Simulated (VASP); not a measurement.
# BN (R3m) in VASP: relaxation of the atoms with PBE+D3(BJ)

Aim: the relaxation of the atoms of BN with PBE+D3(BJ).

Program: VASP 6.6.1. These are calculated values, not measurements. Logs are shortened: lines on timing, memory, paths and dates and some standing lists are left out, and cuts for length are marked.

### 1 The cell of the first run

It takes space group R3m (No. 160, trigonal). The conventional cell has a = 2.506 Å, b = 2.506 Å, c = 10.478 Å, α = 90.00°, β = 90.00°, γ = 120.00°. B (site symmetry 3m) has 3 N at 1.45 Å within 1.9 Å. Within 1.9 Å of N (site symmetry 3m) lie 3 B at 1.45 Å.

### 2 Relaxation of the atoms, PBE+D3(BJ) (strain along c alone, the other axes held: +6.0 %)

Contents of INCAR:

```
SYSTEM = BN
ALGO = Normal
EDIFF = 1E-7
EDIFFG = -0.008
ENCUT = 520
GGA = PE
IBRION = 2
ISIF = 2
ISMEAR = 0
IVDW = 12
LASPH = .TRUE.
LCHARG = .FALSE.
LREAL = .FALSE.
LWAVE = .FALSE.
NELM = 60
NSW = 60
PREC = Accurate
SIGMA = 0.02
```

Contents of KPOINTS:

```
k-points
0
G
  12 12 4
  0 0 0
```

Contents of POSCAR:

```
BN
1.0
    2.5061138137      0.0000000000      0.0000000000
   -1.2530569069      2.1703582275      0.0000000000
    0.0000000000      0.0000000000     10.4777303579
B N
3 3
Direct
    0.0000000000      0.0000000000      0.0003436670
    0.6666666667      0.3333333333      0.3336770004
    0.3333333333      0.6666666667      0.6670103337
    0.6666666667      0.3333333333      0.0005566663
    0.3333333333      0.6666666667      0.3338899996
    0.0000000000      0.0000000000      0.6672233330
```

Potentials or basis: VASP PAW PBE potentials, release 64 (B, N).

Run with:

```sh
> cat potpaw_PBE.64/B/POTCAR potpaw_PBE.64/N/POTCAR > POTCAR
> mpirun -np 1 vasp_std > vasp.out
```

OUTCAR:

```text
SYSTEM = BN
   EDIFF = 1E-7
   EDIFFG = -0.008
   ENCUT = 520
   GGA = PE
   IBRION = 2
   ISIF = 2
   ISMEAR = 0
   IVDW = 12
   LASPH = .TRUE.
   LREAL = .FALSE.
   NELM = 60
   NSW = 60
   PREC = Accurate
 IVDW          = 12

 ion  position               nearest neighbor table
   1  0.000  0.000  0.000-   4 1.45   4 1.45   4 1.45
   2  0.667  0.333  0.334-   5 1.45   5 1.45   5 1.45
   3  0.333  0.667  0.667-   6 1.45   6 1.45   6 1.45
   4  0.667  0.333  0.001-   1 1.45   1 1.45   1 1.45
   5  0.333  0.667  0.334-   2 1.45   2 1.45   2 1.45
   6  0.000  0.000  0.667-   3 1.45   3 1.45   3 1.45

  LATTYP: Found a hexagonal cell.
 ALAT       =     2.5061138137
 C/A-ratio  =     4.1808677246

  Lattice vectors:

 A1 = (   2.5061138137,   0.0000000000,   0.0000000000)
 A2 = (  -1.2530569069,   2.1703582275,   0.0000000000)
 A3 = (   0.0000000000,   0.0000000000,  10.4777303579)

Analysis of symmetry for initial positions (statically):
=====================================================================
 Subroutine PRICEL returns following result:

  LATTYP: Found a trigonal (rhomboedric) cell.
 ALAT       =     3.7804269713
 COS(alpha) =     0.7802697353

  Lattice vectors:

 A1 = (   1.2530569067,  -0.7234527424,  -3.4925767856)
 A2 = (  -1.2530569066,  -0.7234527426,  -3.4925767867)
 A3 = (  -0.0000000002,   1.4469054851,  -3.4925767856)

   3 primitive cells build up your supercell.

 Routine SETGRP: Setting up the symmetry group for a
 hexagonal supercell.

 Subroutine GETGRP returns: Found  6 space group operations
 (whereof  6 operations were pure point group operations)
 out of a pool of 24 trial point group operations.

The static configuration has the point symmetry C_3v.

Analysis of symmetry for dynamics (positions and initial velocities):
=====================================================================
 Subroutine PRICEL returns following result:

  LATTYP: Found a trigonal (rhomboedric) cell.
 ALAT       =     3.7804269713
 COS(alpha) =     0.7802697353

  Lattice vectors:

 A1 = (   1.2530569067,  -0.7234527424,  -3.4925767856)
 A2 = (  -1.2530569066,  -0.7234527426,  -3.4925767867)
[... 180 lines left out ...]
  volume of cell :       56.99
      direct lattice vectors                 reciprocal lattice vectors
     2.506113814  0.000000000  0.000000000     0.399024176  0.230376716  0.000000000
    -1.253056907  2.170358227  0.000000000     0.000000000  0.460753431  0.000000000
     0.000000000  0.000000000 10.477730358     0.000000000  0.000000000  0.095440517

 POSITION                                       TOTAL-FORCE (eV/Angst)
 -----------------------------------------------------------------------------------
      0.00000      0.00000      0.00360         0.000000     -0.000000      0.009946
      1.25306      0.72345      3.49618         0.000000     -0.000000      0.009946
     -0.00000      1.44691      6.98875         0.000000     -0.000000      0.009946
      1.25306      0.72345      0.00583        -0.000000      0.000000     -0.009946
     -0.00000      1.44691      3.49841        -0.000000      0.000000     -0.009946
      0.00000      0.00000      6.99099        -0.000000      0.000000     -0.009946
 -----------------------------------------------------------------------------------
    total drift:                               -0.000000      0.000000     -0.000069

  FREE ENERGIE OF THE ION-ELECTRON SYSTEM (eV)
  ---------------------------------------------------
  free  energy   TOTEN  =       -53.5652869149 eV

  energy  without entropy=      -53.5652869149  energy(sigma->0) =      -53.56528691

--------------------------------------- Ionic step        2  -------------------------------------------

 number of electron      24.0000000 magnetization

 Free energy of the ion-electron system (eV)
  ---------------------------------------------------
  ext. energy  EPLUGINS =         0.00000000
  ---------------------------------------------------
  free energy    TOTEN  =       -52.77046066 eV

  energy without entropy =      -52.77046066  energy(sigma->0) =      -52.77046066

 E-fermi :   2.0052     XC(G=0):  -9.7368

 val. band max:        1.8534726845   @ k =   0.3333   0.3333   0.0000
 cond. band min:       6.1874677780   @ k =   0.5000   0.0000   0.0000
 fundamental gap:      4.3339950935
 Fermi energy:         2.0051696585

 k-point     1 :       0.0000    0.0000    0.0000
  band No.  band energies     occupation
      1     -15.8752      2.00000
      2     -15.7292      2.00000
      3     -15.7292      2.00000
      4      -3.7747      2.00000
      5      -3.7747      2.00000
      6      -2.4858      2.00000
[... 433 lines left out ...]
      3     -15.1716      2.00000
      4      -3.3041      2.00000
      5      -2.6899      2.00000
      6      -1.9548      2.00000
[... 8 lines left out ...]
     15      11.0021      0.00000
     16      12.8879      0.00000

 [... further k-points ...]

------------------------ aborting loop because EDIFF is reached ----------------------------------------

 Edisp (eV)   -0.79484

 E8    (eV) :    -0.2314

  FORCE on cell =-STRESS in cart. coord.  units (eV):
  Direction    XX          YY          ZZ          XY          YZ          ZX
  --------------------------------------------------------------------------------------
  -------------------------------------------------------------------------------------
  Total       0.12154     0.12154    -0.48004    -0.00000     0.00000     0.00000
  in kB       3.41695     3.41695   -13.49562    -0.00000     0.00000     0.00000
  external pressure =       -2.22 kB  Pullay stress =        0.00 kB

 VOLUME and BASIS-vectors are now :
 -----------------------------------------------------------------------------
  energy-cutoff  :      520.00
  volume of cell :       56.99
      direct lattice vectors                 reciprocal lattice vectors
     2.506113814  0.000000000  0.000000000     0.399024176  0.230376716  0.000000000
    -1.253056907  2.170358227  0.000000000     0.000000000  0.460753431  0.000000000
     0.000000000  0.000000000 10.477730358     0.000000000  0.000000000  0.095440517

 POSITION                                       TOTAL-FORCE (eV/Angst)
 -----------------------------------------------------------------------------------
     -1.25306      2.17036      0.00408         0.000000     -0.000000     -0.002584
      1.25306      0.72345      3.49666         0.000000     -0.000000     -0.002584
     -0.00000      1.44691      6.98923        -0.000000     -0.000000     -0.002584
      1.25306      0.72345      0.00535        -0.000000      0.000000      0.002584
     -0.00000      1.44691      3.49793        -0.000000      0.000000      0.002584
      2.50611      0.00000      6.99051        -0.000000      0.000000      0.002584
 -----------------------------------------------------------------------------------
    total drift:                               -0.000000      0.000000      0.001454

  FREE ENERGIE OF THE ION-ELECTRON SYSTEM (eV)
  ---------------------------------------------------
  free  energy   TOTEN  =       -53.5652977023 eV

  energy  without entropy=      -53.5652977023  energy(sigma->0) =      -53.56529770

 reached required accuracy - stopping structural energy minimisation
```

OSZICAR:

```text
N       E                     dE             d eps       ncg     rms          rms(c)
DAV:   1     0.116385394820E+03    0.11639E+03   -0.13053E+04  2208   0.140E+03
DAV:   2    -0.519580421607E+02   -0.16834E+03   -0.16323E+03  2960   0.301E+02
DAV:   3    -0.581211911325E+02   -0.61631E+01   -0.61567E+01  2848   0.704E+01
[... 11 lines left out ...]
   1 F= -.53565287E+02 E0= -.53565287E+02  d E =-.535653E+02
       N       E                     dE             d eps       ncg     rms          rms(c)
DAV:   1    -0.527704604788E+02   -0.10156E-04   -0.28602E-03  2552   0.461E-01    0.704E-03
DAV:   2    -0.527704610408E+02   -0.56197E-06   -0.18216E-05  3168   0.360E-02    0.585E-03
DAV:   3    -0.527704606251E+02    0.41569E-06   -0.10120E-06  3072   0.972E-03    0.235E-03
DAV:   4    -0.527704606555E+02   -0.30403E-07   -0.32744E-07  2888   0.468E-03
   2 F= -.53565298E+02 E0= -.53565298E+02  d E =-.107874E-04
```

CONTCAR:

```text
BN
   1.00000000000000
     2.5061138136999999    0.0000000000000000    0.0000000000000000
    -1.2530569068999999    2.1703582275000000    0.0000000000000000
     0.0000000000000000    0.0000000000000000   10.4777303579000005
  B               N
     3     3
Direct
     0.0000000000000000    1.0000000000000000    0.0003894622442155
     0.6666666667000030    0.3333333332999970    0.3337227956442144
     0.3333333332999970    0.6666666667000030    0.6670561289442114
     0.6666666667000030    0.3333333332999970    0.0005108710557868
     0.3333333332999970    0.6666666667000030    0.3338442043557839
     1.0000000000000000    0.0000000000000000    0.6671775377557898

  0.00000000E+00  0.00000000E+00  0.00000000E+00
  0.00000000E+00  0.00000000E+00  0.00000000E+00
  0.00000000E+00  0.00000000E+00  0.00000000E+00
  0.00000000E+00  0.00000000E+00  0.00000000E+00
  0.00000000E+00  0.00000000E+00  0.00000000E+00
  0.00000000E+00  0.00000000E+00  0.00000000E+00
```

Run time: 76 s. Hardware: 1 thread of Intel Xeon Platinum 8259CL at 2.50GHz (Skylake/Cascade Lake), shared host; peak memory 0.22 GiB.

What came out:

| Quantity | Value |
| --- | --- |
| Free energy | -53.5653 eV |
| Energy gained by relaxing | 0.0 meV/atom |
| Ionic steps | 2 |
| Pressure after relaxing | -0.2 GPa |
| Band gap on the k mesh | 4.33 eV |
| Dispersion energy per atom | -0.132 eV |

Forces in eV/Å, atoms in the order of the input:
```
B    0.000  0.000 -0.003
B    0.000  0.000 -0.003
B    0.000  0.000 -0.003
N    0.000  0.000  0.003
N    0.000  0.000  0.003
N    0.000  0.000  0.003
```

Final structure:
```
B N
1.0
     2.50611    0.00000    0.00000
    -1.25306    2.17036    0.00000
     0.00000    0.00000   10.47773
B N
3 3
Cartesian
  -1.2531 2.1704 0.0041
  1.2531 0.7235 3.4967
  0.0000 1.4469 6.9892
  1.2531 0.7235 0.0054
  0.0000 1.4469 3.4979
  2.5061 0.0000 6.9905
```

Levels at points of the mesh, in eV from the valence-band top:
```tsv
k point	band 9	band 10	band 11	band 12	band 13	band 14	band 15	band 16
(0.00, 0.00, 0.00)	-1.32	-1.32	-1.31	-1.31	4.98	8.23	8.23	11.58
(0.50, 0.00, 0.00)	-4.09	-1.12	-0.80	-0.80	4.33	5.09	5.09	9.73
(0.00, 0.00, 0.50)	-1.31	-1.31	-1.31	-1.31	6.00	6.00	9.69	11.58
(0.50, 0.00, 0.50)	-4.08	-1.03	-1.03	-0.66	4.63	4.63	5.21	9.81
```

Caveat: the cell differs from its parent crystal (strain along c alone, the other axes held: +6.0 %).
